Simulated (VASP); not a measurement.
# Au (Im-3m) in VASP: further runs

Au is run at these levels: HSE06; tasks: single point.

Program: VASP 6.6.1. These are calculated values, not measurements. Logs are shortened: lines on timing, memory, paths and dates and some standing lists are left out, and cuts for length are marked.

## Step 1: The cell of the first run

It takes space group Im-3m (No. 229, cubic). Conventional cell: a = 3.273 Å, b = 3.273 Å, c = 3.273 Å, α = 90.00°, β = 90.00°, γ = 90.00°. Au (site symmetry m-3m) has 14 Au at 2.83 to 3.27 Å within 3.7 Å.

This isn't the form of Au at room conditions, which is fcc.

## Step 2: Single point, HSE06 (17.53 Å³/atom)

File POSCAR:

```
Au
1.0
   -1.6364054194      1.6364054194      1.6364054194
    1.6364054194     -1.6364054194      1.6364054194
    1.6364054194      1.6364054194     -1.6364054194
Au
1
Direct
    0.0000000000      0.0000000000      0.0000000000
```

File INCAR.step1:

```
PREC = Accurate ; ENCUT = 520
EDIFF = 1E-5 ; ISMEAR = 0
SIGMA = 0.05 ; LREAL = False
LASPH = True ; NELM = 100
ALGO = Normal ; ISIF = 2
LWAVE = True ; GGA = PE
NBANDS = 12 ; KPAR = 2
```

File INCAR.step2:

```
PREC = Accurate ; ENCUT = 520
EDIFF = 1E-6 ; ISMEAR = 0
SIGMA = 0.05 ; LREAL = False
LASPH = True ; NELM = 100
ALGO = Normal ; ISIF = 2
LWAVE = False ; LCHARG = True
GGA = PE ; LHFCALC = True
HFSCREEN = 0.2079 ; PRECFOCK = Normal
LVHAR = True ; ISTART = 1
NBANDS = 12 ; KPAR = 2
```

File KPOINTS:

```
regular mesh
0
Gamma
  10 10 10
```

Potentials or basis: VASP PAW PBE potentials, release 64 (Au).

Started as:

```
> cat potpaw_PBE.64/Au/POTCAR > POTCAR
> cp INCAR.step1 INCAR
> mpirun -np 2 vasp_std > vasp.out
> cp INCAR.step2 INCAR
> mpirun -np 2 vasp_std > vasp.out
```

OUTCAR:

```text
PREC = Accurate
   ENCUT = 520
   EDIFF = 1E-6
   ISMEAR = 0
   LREAL = False
   LASPH = True
   NELM = 100
   ISIF = 2
   GGA = PE
   LHFCALC = True
   HFSCREEN = 0.2079
   PRECFOCK = Normal
   ISTART = 1

 ion  position               nearest neighbor table
   1  0.000  0.000  0.000-

  LATTYP: Found a body centered cubic cell.
 ALAT       =     3.2728108388

  Lattice vectors:

 A1 = (  -1.6364054194,   1.6364054194,   1.6364054194)
 A2 = (   1.6364054194,  -1.6364054194,   1.6364054194)
 A3 = (   1.6364054194,   1.6364054194,  -1.6364054194)

Analysis of symmetry for initial positions (statically):
=====================================================================
 Subroutine PRICEL returns:
 Original cell was already a primitive cell.

 Routine SETGRP: Setting up the symmetry group for a
 body centered cubic supercell.

 Subroutine GETGRP returns: Found 48 space group operations
 (whereof 48 operations were pure point group operations)
 out of a pool of 48 trial point group operations.

The static configuration has the point symmetry O_h .

Analysis of symmetry for dynamics (positions and initial velocities):
=====================================================================
 Subroutine PRICEL returns:
 Original cell was already a primitive cell.

 Routine SETGRP: Setting up the symmetry group for a
 body centered cubic supercell.

 Subroutine GETGRP returns: Found 48 space group operations
 (whereof 48 operations were pure point group operations)
 out of a pool of 48 trial point group operations.

The dynamic configuration has the point symmetry O_h .

 Subroutine INISYM returns: Found 48 space group operations
 (whereof 48 operations are pure point group operations),
 and found     1 'primitive' translations

----------------------------------------------------------------------------------------

                                     Primitive cell

  volume of cell :      17.5280

  direct lattice vectors                    reciprocal lattice vectors
    -1.636405419  1.636405419  1.636405419     0.000000000  0.305547754  0.305547754
     1.636405419 -1.636405419  1.636405419     0.305547754  0.000000000  0.305547754
     1.636405419  1.636405419 -1.636405419     0.305547754  0.305547754  0.000000000

  length of vectors
     2.834337328  2.834337328  2.834337328     0.432109777  0.432109777  0.432109777

  position of ions in fractional coordinates (direct lattice)
     0.000000000  0.000000000  0.000000000

  ion indices of the primitive-cell ions
   primitive index   ion index
                 1           1

----------------------------------------------------------------------------------------

 KPOINTS: regular mesh

Automatic generation of k-mesh.
 Grid dimensions read from file:
 generate k-points for:   10   10   10

 Generating k-lattice:

  Cartesian coordinates                     Fractional coordinates (reciprocal lattice)
     0.000000000  0.030554775  0.030554775     0.100000000  0.000000000  0.000000000
     0.030554775  0.000000000  0.030554775     0.000000000  0.100000000  0.000000000
     0.030554775  0.030554775  0.000000000     0.000000000  0.000000000  0.100000000

  Length of vectors
     0.043210978  0.043210978  0.043210978

  Shift w.r.t. Gamma in fractional coordinates (k-lattice)
     0.000000000  0.000000000  0.000000000

 Subroutine IBZKPT returns following result:
 ===========================================

 Found     47 irreducible k-points:

 Following reciprocal coordinates:
            Coordinates               Weight
  0.000000  0.000000  0.000000      1.000000
  0.100000  0.000000  0.000000     12.000000
  0.200000  0.000000  0.000000     12.000000
  0.300000  0.000000  0.000000     12.000000
  0.400000  0.000000  0.000000     12.000000
  0.500000  0.000000  0.000000      6.000000
[... 16 lines left out ...]
  0.300000  0.300000  0.100000      8.000000
 -0.300000  0.300000  0.100000     24.000000
 [... further k-points ...]
   k-points           NKPTS =     47   k-points in BZ     NKDIM =   1000   number of bands    NBANDS=     12
   number of dos      NEDOS =    301   number of ions     NIONS =      1
   total plane-waves  NPLWV =  13824
   dimension x,y,z NGX =    24 NGY =   24 NGZ =   24
   dimension x,y,z NGXF=    48 NGYF=   48 NGZF=   48
   ions per type =               1
   NGX,Y,Z   is equivalent  to a cutoff of  14.08, 14.08, 14.08 a.u.
   NGXF,Y,Z  is equivalent  to a cutoff of  28.15, 28.15, 28.15 a.u.
 SYSTEM =  unknown system
   PREC   = accura    normal or accurate (medium, high low for compatibility)
   ISTART =      1    job   : 0-new  1-cont  2-samecut
   ICHARG =      0    charge: 1-file 2-atom 10-const
   ISPIN  =      1    spin polarized calculation?
   LNONCOLLINEAR =      F non collinear calculations
   LSORBIT =      F    spin-orbit coupling
   LASPH  =      T    aspherical Exc in radial PAW
   ENCUT  =  520.0 eV  38.22 Ry    6.18 a.u.   5.27  5.27  5.27*2*pi/ulx,y,z
   NELM   =    100;   NELMIN=  2; NELMDL=  0     # of ELM steps
   EDIFF  = 0.1E-05   stopping-criterion for ELM
   LREAL  =      F    real-space projection
   EDIFFG = 0.1E-04   stopping-criterion for IOM
   NSW    =      0    number of steps for IOM
   IBRION =     -1    ionic relax: 0-MD 1-quasi-New 2-CG
   NFREE  =      0    steps in history (QN), initial steepest desc. (CG)
   ISIF   =      2    stress and relaxation
   ISYM   =      3    0-nonsym 1-usesym 2-fastsym
   POTIM  = 0.5000    time-step for ionic-motion
   TEBEG  =    0.0;   TEEND  =   0.0 temperature during run
   PSTRESS=    0.0 pullay stress
   NELECT =      11.0000    total number of electrons
   NUPDOWN=      -1.0000    fix difference up-down
   EMIN   =  10.00;   EMAX   =-10.00  energy-range for DOS
   EFERMI =   0.00;   METHOD = LEGACY
   ISMEAR =     0;   SIGMA  =   0.05  broadening in eV -4-tet -1-fermi 0-gaus
   EFERMI_NEDOS =   21; number of points for ismear=-14 and -15
   IALGO  =     38    algorithm
   IMIX   =      1    mixing-type and parameters
     AMIX     =   0.40;   BMIX     =  1.00
     AMIX_MAG =   1.60;   BMIX_MAG =  1.00
  volume/ion in A,a.u.               =      17.53       118.28
  Fermi-wavevector in a.u.,A,eV,Ry     =   1.401613  2.648665 26.728908  1.964519
  Thomas-Fermi vector in A             =   2.524457
   LORBIT       =      0    0 simple, 1 ext, 2 COOP (PROOUT), +10 PAW based schemes
   GGA     = PE    functional components
   LHFCALC =     T    Hartree Fock is set to
   PRECFOCK=normal    Normal, Fast or Accurate (Low or Medium for compatibility)
   ENCUT4O =  -1.0   cutoff for four orbital integrals eV
   NKREDX  =     1    reduce k-point grid by
   NKREDY  =     1    reduce k-point grid by
   NKREDZ  =     1    reduce k-point grid by
   AEXX    =    0.2500 exact exchange contribution
   HFSCREEN=    0.2079 screening length (either q_TF or 0.3 A-1)
   HFSCREENC=   0.2079 screening length for correlation (either q_TF or 0.3 A-1)
   ENCUTFOCK=  -1.0 apply spherical cutoff to Coloumb kernel
   IVDW    =     0    specifies the selected vdW correction
   LEPSILON=     F    determine dielectric tensor
   LRPA    =     F    only Hartree local field effects (RPA)
 non-spin polarized calculation
 Gauss-broadening in eV      SIGMA  =   0.05
  energy-cutoff  :      520.00
  volume of cell :       17.53
 maximum number of plane-waves:       490
 NGX is ok and might be reduce to    24
  NGX = 16; NGY = 16; NGZ = 16

 number of electron      11.0000002 magnetization

 Free energy of the ion-electron system (eV)
  ---------------------------------------------------
  ext. energy  EPLUGINS =         0.00000000
  ---------------------------------------------------
  free energy    TOTEN  =        -3.36786194 eV

  energy without entropy =       -3.36631398  energy(sigma->0) =       -3.36708796

 E-fermi :   8.7874     XC(G=0): -10.2427

 val. band max:        8.7714340619   @ k =   0.4000   0.1000  -0.0000
 cond. band min:       8.8306428288   @ k =   0.3000   0.1000   0.1000
 fundamental gap:      0.0592087669
 Fermi energy:         8.7873509167

 k-point     1 :       0.0000    0.0000    0.0000
  band No.  band energies     occupation
      1      -1.7832      2.00000
      2       2.9075      2.00000
      3       2.9075      2.00000
      4       2.9075      2.00000
      5       4.7906      2.00000
      6       4.7906      2.00000
      7      26.3325      0.00000
      8      26.3325      0.00000
      9      26.3325      0.00000
     10      34.2064      0.00000
     11      34.2064      0.00000
     12      34.2064      0.00000

 k-point     2 :       0.1000    0.0000    0.0000
  band No.  band energies     occupation
      1      -1.3828      2.00000
      2       2.7907      2.00000
      3       2.9235      2.00000
      4       3.1829      2.00000
      5       4.6641      2.00000
      6       4.8024      2.00000
      7      26.1498      0.00000
      8      26.3618      0.00000
      9      26.7970      0.00000
     10      31.3895      0.00000
     11      31.5248      0.00000
     12      32.9105      0.00000

 k-point     3 :       0.2000    0.0000    0.0000
  band No.  band energies     occupation
      1      -0.3337      2.00000
      2       2.4967      2.00000
      3       3.0147      2.00000
      4       3.9598      2.00000
      5       4.4947      2.00000
      6       4.8436      2.00000
      7      23.8365      0.00000
      8      25.5387      0.00000
      9      28.0638      0.00000
     10      29.8590      0.00000
     11      30.0318      0.00000
     12      30.9006      0.00000
[... 286 lines left out ...]
 k-point    23 :       0.3000    0.3000    0.1000
  band No.  band energies     occupation
      1       1.6676      2.00000
      2       2.8476      2.00000
      3       2.8476      2.00000
      4       5.0402      2.00000
      5       5.0402      2.00000
      6      12.6193      0.00000
      7      15.0613      0.00000
      8      15.0613      0.00000
      9      20.8749      0.00000
     10      33.0547      0.00000
     11      33.0547      0.00000
     12      38.8036      0.00000

 k-point    24 :      -0.3000    0.3000    0.1000
  band No.  band energies     occupation
      1       0.9151      2.00000
      2       2.4339      2.00000
      3       3.3527      2.00000
      4       4.3048      2.00000
      5       4.9996      2.00000
      6       5.4655      2.00000
      7      19.8002      0.00000
      8      23.9247      0.00000
      9      25.6550      0.00000
     10      29.8734      0.00000
     11      31.1680      0.00000
     12      31.3334      0.00000

 [... further k-points ...]

------------------------ aborting loop because EDIFF is reached ----------------------------------------

  FORCE on cell =-STRESS in cart. coord.  units (eV):
  Direction    XX          YY          ZZ          XY          YZ          ZX
  --------------------------------------------------------------------------------------
  -------------------------------------------------------------------------------------
  Total        0.0142112      0.0142112      0.0142112     -0.0000000      0.0000000     -0.0000000
  in kB        1.2989941      1.2989941      1.2989941     -0.0000000      0.0000000     -0.0000000
  external PRESSURE =       1.2989941 kB  Pullay stress =       0.0000000 kB

 VOLUME and BASIS-vectors are now :
 -----------------------------------------------------------------------------
  energy-cutoff  :      520.00
  volume of cell :       17.53
      direct lattice vectors                 reciprocal lattice vectors
    -1.636405419  1.636405419  1.636405419     0.000000000  0.305547754  0.305547754
     1.636405419 -1.636405419  1.636405419     0.305547754  0.000000000  0.305547754
     1.636405419  1.636405419 -1.636405419     0.305547754  0.305547754  0.000000000

 POSITION                                       TOTAL-FORCE (eV/Angst)
 -----------------------------------------------------------------------------------
      0.00000      0.00000      0.00000         0.000000      0.000000      0.000000
 -----------------------------------------------------------------------------------
    total drift:                                0.000005     -0.000019     -0.000045

  FREE ENERGIE OF THE ION-ELECTRON SYSTEM (eV)
  ---------------------------------------------------
  free  energy   TOTEN  =        -3.3678619385 eV

  energy  without entropy=       -3.3663139812  energy(sigma->0) =       -3.36708796
```

Run time: 20 min. Hardware: 2 MPI ranks of Intel Xeon 6975P-C (Granite Rapids), shared host; peak memory 0.26 GiB.

What came out:

```
Free energy            : -3.3679 eV
Pressure               : 0.1 GPa
Band gap on the k mesh : zero (an odd number of electrons rules out a gap without spin polarisation)
```

Caveat: the PAW data sets were made with another functional, which shifts forces and pressure a little; spin-orbit coupling is left out, which moves the levels of the heavy elements.

## Step 3: Single point, HSE06 (17.60 Å³/atom)

This run uses another cell than the first one, of 17.60 Å³/atom.

File POSCAR:

```
Au
1.0
   -1.6387354427      1.6387354427      1.6387354427
    1.6387354427     -1.6387354427      1.6387354427
    1.6387354427      1.6387354427     -1.6387354427
Au
1
Direct
    0.0000000000      0.0000000000      0.0000000000
```

File INCAR.step1:

```
PREC = Accurate ; ENCUT = 520
EDIFF = 1E-5 ; ISMEAR = 0
SIGMA = 0.05 ; LREAL = F
LASPH = T ; NELM = 100
ALGO = Normal ; ISIF = 2
LWAVE = T ; NBANDS = 12
GGA = PE ; KPAR = 2
```

File INCAR.step2:

```
PREC = Accurate ; ENCUT = 520
EDIFF = 1E-6 ; ISMEAR = 0
SIGMA = 0.05 ; LREAL = F
LASPH = T ; NELM = 100
ALGO = Normal ; ISIF = 2
LWAVE = F ; LCHARG = T
GGA = PE ; LHFCALC = T
HFSCREEN = 0.2079 ; PRECFOCK = Normal
LVHAR = T ; NBANDS = 12
ISTART = 1 ; KPAR = 2
```

KPOINTS is that of step 2.

Potentials or basis: VASP PAW PBE potentials, release 64 (Au).

Started as:

```
> cat potpaw_PBE.64/Au/POTCAR > POTCAR
> cp INCAR.step1 INCAR
> mpirun -np 2 vasp_std > vasp.out
> cp INCAR.step2 INCAR
> mpirun -np 2 vasp_std > vasp.out
```

It took 20 min on 2 MPI ranks of Intel Xeon 6975P-C (Granite Rapids), shared host; peak memory 0.26 GiB.

It converged, with:

```yaml
Free_energy: -3.3679 eV
Pressure: -0.5 GPa
Band_gap_on_the_k_mesh: zero (an odd number of electrons rules out a gap without spin polarisation)
```

Levels at points of the mesh, in eV from the Fermi level:
| k point | band 4 | band 5 | band 6 | band 7 | band 8 | band 9 |
| --- | --- | --- | --- | --- | --- | --- |
| (0.00, 0.00, 0.00) | -5.86 | -3.99 | -3.99 | 17.54 | 17.54 | 17.54 |
| (0.50, 0.00, 0.00) | -3.75 | -2.21 | -0.55 | 3.99 | 13.28 | 14.84 |
| (0.50, 0.50, 0.50) | -2.63 | -2.63 | 6.95 | 6.95 | 6.95 | 10.75 |

Caveat: the PAW data sets were made with another functional, which shifts forces and pressure a little; spin-orbit coupling is left out, which moves the levels of the heavy elements.

The gap in the log of VASP goes by the Fermi energy; the results here count the filled bands.